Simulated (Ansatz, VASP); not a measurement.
I: VASP beside Ansatz

POSCAR

```
I
1.0
    0.0000000000      2.3656004428      3.9098401324
    2.1922454667      0.0000000000      3.9098401324
    2.1922454667      2.3656004428      0.0000000000
I
1
Direct
    0.0000000000      0.0000000000      0.0000000000
```

INCAR.step1

```
  ALGO = Normal
  EDIFF = 1E-5
  ENCUT = 520
  GGA = PE
  ISIF = 2
  ISMEAR = -1
  LASPH = T
  LCHARG = F
  LREAL = F
  LWAVE = T
  NBANDS = 10
  NELM = 60
  PREC = Accurate
  SIGMA = 0.05
```

INCAR.step2

```
  AEXX = 0.25
  ALGO = Normal
  EDIFF = 1E-6
  ENCUT = 520
  GGA = PE
  HFSCREEN = 0.3
  ISIF = 2
  ISMEAR = -1
  ISTART = 1
  LASPH = T
  LCHARG = F
  LHFCALC = T
  LREAL = F
  LWAVE = F
  NBANDS = 10
  NELM = 60
  PREC = Accurate
  PRECFOCK = Normal
  SIGMA = 0.05
```

KPOINTS

```
k-points
0
Gamma
  5 5 5
```

Contents of input.yaml:

```yaml
crystal:
  lattice:
    - [0.0, 2.3656004428, 3.9098401324]
    - [2.1922454667, 0.0, 3.9098401324]
    - [2.1922454667, 2.3656004428, 0.0]
  atoms:
    - { symbol: I, position: [0.0, 0.0, 0.0] }
hamiltonian:
  xc: { exchange: pbe, correlation: pbe, exx: { coeff: 0.25, omega: 0.3 } }
  pseudopotentials: { kind: paw }
kpoints:
  mp_grid: { grid: [5, 5, 5] }
  band_path:
    path:
      - [[0.0, 0.0, 0.0], [0.5, 0.0, 0.5], [0.5, 0.1138942365, 0.6138942365], [0.0504161431, 0.5, 0.5504161431], [0.0, 0.5, 0.5], [0.0, 0.0, 0.0], [0.5, 0.5, 0.0], [0.9495838569, 0.5, 0.4495838569], [0.8622775204, 0.3622775204, 0.5], [0.5, 0.1138942365, 0.6138942365]]
      - [[0.5, 0.8861057635, 0.3861057635], [0.5, 0.5, 0.0]]
      - [[0.0, 0.5, 0.5], [0.1377224796, 0.6377224796, 0.5]]
      - [[0.8622775204, 0.3622775204, 0.5], [0.5, 0.0, 0.5]]
      - [[0.5, 0.5, 0.5], [0.0, 0.0, 0.0]]
    npoints: 4
scf:
  occupations: { method: fermi_dirac, width: 0.05 }
  n_extra_bands: 6
output:
  forces: true
  stress: true
  eigenvalues: true
  fatbands: false
```

Alike in both runs: functional PBE-based screened hybrid with a share of 0.25 of exact exchange and HFSCREEN = 0.3; k mesh 5 × 5 × 5; occupations fermi-dirac, width 0.05 eV; no spin polarisation.

|  | VASP | Ansatz |
| --- | --- | --- |
| version | VASP 6.6.1 | Ansatz 0.2.0 |
| potentials or method | VASP PAW PBE potentials, release 64 (I) | Ansatz PAW |
| plane-wave cutoff (eV) | 520 | 420 |
| valence electrons in the cell | 7 | 17 |
| task | single point | band structure |

Ansatz gave:

```
gap on the k mesh at the Fermi level (eV)                     : none
pressure (GPa)                                                : -0.7
traceless stress, the component that is largest in VASP (GPa) : 1.38
```

Which values does VASP return?

gap on the k mesh at the Fermi level (eV): none; pressure (GPa): -0.8; traceless stress, the component that is largest in VASP (GPa): 1.51.

VASP's potentials were made for PBE, not for PBE-based screened hybrid. A gap of «none» marks a metal or a gap that the smearing closes. VASP's potentials hold 7 valence electrons a cell and Ansatz's 17, so a difference there can come from the potentials and not from the codes.

The k mesh is coarse, so the values compare programs but aren't converged. Spin-orbit coupling is off throughout.
